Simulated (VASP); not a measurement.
A run of VASP 6.6.1:

INCAR

```
  PREC = Accurate
  ENCUT = 520
  EDIFF = 1E-6
  ISMEAR = 0
  SIGMA = 0.05
  LREAL = Auto
  LASPH = T
  NELM = 100
  ALGO = Normal
  ISIF = 2
  LWAVE = F
  LCHARG = F
  GGA = PS
  NBANDS = 76
```

Contents of KPOINTS:

```
Automatic mesh
0
Gamma
  8 5 3
```

POSCAR

```
AlGa3N4
1.0
    0.0000000000     -3.1649847989      0.0000000000
    0.0035856878      0.0000000000     -5.4784941327
   10.7847022842      0.0000000000      0.0005702603
Al Ga N
2 6 8
Direct
    0.5000000000      0.3326888091      0.8064456284
    0.5000000000      0.3326613551      0.3296266156
    0.5000000000      0.6650856311      0.0905082128
    0.5000000000      0.6651130851      0.5673272256
    0.0000000000      0.1684482087      0.0904656243
    0.0000000000      0.1684756626      0.5672846372
    0.0000000000      0.8338384299      0.3292729869
    0.0000000000      0.8338658838      0.8060919998
    0.5000000000      0.6599522863      0.8632182419
    0.5000000000      0.6599248323      0.3863992291
    0.0000000000      0.1736735873      0.8622537447
    0.0000000000      0.1736461333      0.3854347319
    0.0000000000      0.8337922549      0.1483592029
    0.0000000000      0.8338197089      0.6251782158
    0.5000000000      0.3327123329      0.1535034637
    0.5000000000      0.3327397869      0.6303224766
```

Potentials or basis: VASP PAW PBE potentials, release 64 (Al, Ga_d, N).

Command:

```sh
$ cat potpaw_PBE.64/Al/POTCAR potpaw_PBE.64/Ga_d/POTCAR potpaw_PBE.64/N/POTCAR > POTCAR
$ mpirun -np 1 vasp_std > vasp.out
```

Hardware: 1 thread of Intel(R) Xeon(R) 6975P-C (Granite Rapids) (shared host).

**Question.** How long does it take, and how much memory?

**Answer.** Run time: 5.9 min on 1 thread of Intel(R) Xeon(R) 6975P-C (Granite Rapids) (shared host), peak memory 0.47 GiB. Counts: scf iterations 17, k points 40.
